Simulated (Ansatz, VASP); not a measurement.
**One calculation of Sb, two programs**

INCAR

```
SYSTEM = Sb
PREC     = Accurate       ! precision mode
ENCUT    = 520            ! plane-wave cutoff, eV
EDIFF    = 1E-6           ! SCF threshold, eV
ISMEAR   = -1             ! smearing method
SIGMA    = 0.03           ! smearing width, eV
LREAL    = .False.        ! projectors in reciprocal space
LASPH    = .True.         ! aspherical terms in the spheres
NELM     = 100            ! most SCF steps
ALGO     = Normal         ! electronic algorithm
ISIF     = 2              ! what is computed and relaxed
LWAVE    = .False.        ! write WAVECAR
LCHARG   = .False.        ! write CHGCAR
NBANDS   = 12             ! bands
```

File KPOINTS:

```
regular mesh
0
Gamma
  12 12 7
  0 0 0
```

Contents of POSCAR:

```
Sb
1.0
    3.3690001795      0.0000000000      0.0000000000
   -1.6845000898      2.9176397408      0.0000000000
    0.0000000000      0.0000000000      5.2234000000
Sb
2
Direct
    0.3333333333      0.6666666667      0.2500000000
    0.6666666667      0.3333333333      0.7500000000
```

Input for Ansatz:

```yaml
crystal:
  lattice:
    - [3.3690001795, 0.0, 0.0]
    - [-1.6845000898, 2.9176397408, 0.0]
    - [0.0, 0.0, 5.2234]
  atoms:
    - { symbol: Sb, position: [0.3333333333, 0.6666666667, 0.25] }
    - { symbol: Sb, position: [0.6666666667, 0.3333333333, 0.75] }
kpoints:
  mp_grid: { grid: [12, 12, 7] }
  band_path:
    path:
      - [0.0, 0.0, 0.0]
      - [0.5, 0.0, 0.0]
      - [0.3333333333, 0.3333333333, 0.0]
      - [0.0, 0.0, 0.0]
      - [0.0, 0.0, 0.5]
      - [0.5, 0.0, 0.5]
      - [0.3333333333, 0.3333333333, 0.5]
      - [0.0, 0.0, 0.5]
      - [0.5, 0.0, 0.5]
    npoints: 5
scf:
  occupations: { method: fermi_dirac, width: 0.03 }
hamiltonian:
  xc: lda
  pseudopotentials: { kind: all_electron, lapw: { basis_error: 0.0005 } }
output:
  forces: true
  stress: true
  eigenvalues: true
```

Change from the starting cell: zz strain of -2 %.

Alike in both runs: task single point; functional LDA; k mesh 12 × 12 × 7; occupations fermi-dirac, width 0.03 eV; no spin polarisation.

|  | VASP | Ansatz |
| --- | --- | --- |
| version | VASP 6.6.1 | Ansatz 0.2.0 |
| potentials or method | VASP PAW LDA potentials, release 64 (Sb), cutoff 520 eV | all-electron LAPW, scalar-relativistic |

|  | VASP | Ansatz | Ansatz less VASP |
| --- | --- | --- | --- |
| pressure (GPa) | 0.2 | 0.1 | -0.10 |
| traceless stress, the component that is largest in VASP (GPa) | -0.25 | -0.25 | -0.004 |

LDA's correlation is that of Perdew and Zunger in VASP and of Perdew and Wang (1992) in Ansatz. Ansatz ran all-electron here, and VASP with PAW potentials.

Spin-orbit coupling is off throughout.
